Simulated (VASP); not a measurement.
Input of a VASP 6.6.1 run:

The input INCAR:

```
PREC = Accurate ; ENCUT = 520
EDIFF = 1E-7 ; ISMEAR = 0
SIGMA = 0.1 ; LREAL = False
LASPH = True ; NELM = 100
ALGO = Normal ; ISIF = 2
LWAVE = False ; LCHARG = False
GGA = PE ; NBANDS = 28
```

KPOINTS

```
regular mesh
0
Gamma
  4 4 4
```

POSCAR

```
CsBe6C3
1.0
    2.7378712200     -6.3258922200      0.0000000000
    2.7378712200      6.3258922200      0.0000000000
    0.0000000000      0.0000000000      4.8510758800
Cs Be C
1 6 3
Direct
    0.0000000000      0.0000000000      0.5000000000
    0.0000000000      0.5000000000      0.5000000000
    0.5000000000      0.0000000000      0.5000000000
    0.5890242300      0.4109757700      0.2500000000
    0.5890242300      0.4109757700      0.7500000000
    0.4109757700      0.5890242300      0.2500000000
    0.4109757700      0.5890242300      0.7500000000
    0.6780484600      0.3219515400      0.5000000000
    0.3219515400      0.6780484600      0.5000000000
    0.5000000000      0.5000000000      0.0000000000
```

Potentials or basis: VASP PAW PBE potentials, release 64 (Cs_sv, Be, C).

The run is started by

```bash
$ cat potpaw_PBE.64/Cs_sv/POTCAR potpaw_PBE.64/Be/POTCAR potpaw_PBE.64/C/POTCAR > POTCAR
$ mpirun -np 1 vasp_std > vasp.out
```

(1) What does it give for the band gap on the k mesh?

(2) Estimate the largest force.

(3) Estimate the pressure.

Results:

(1) zero (an odd number of electrons rules out a gap without spin polarisation).

(2) 0.381 eV/Å.

(3) 1.8 GPa.

Caveat: spin-orbit coupling is left out, which moves the levels of the heavy elements.
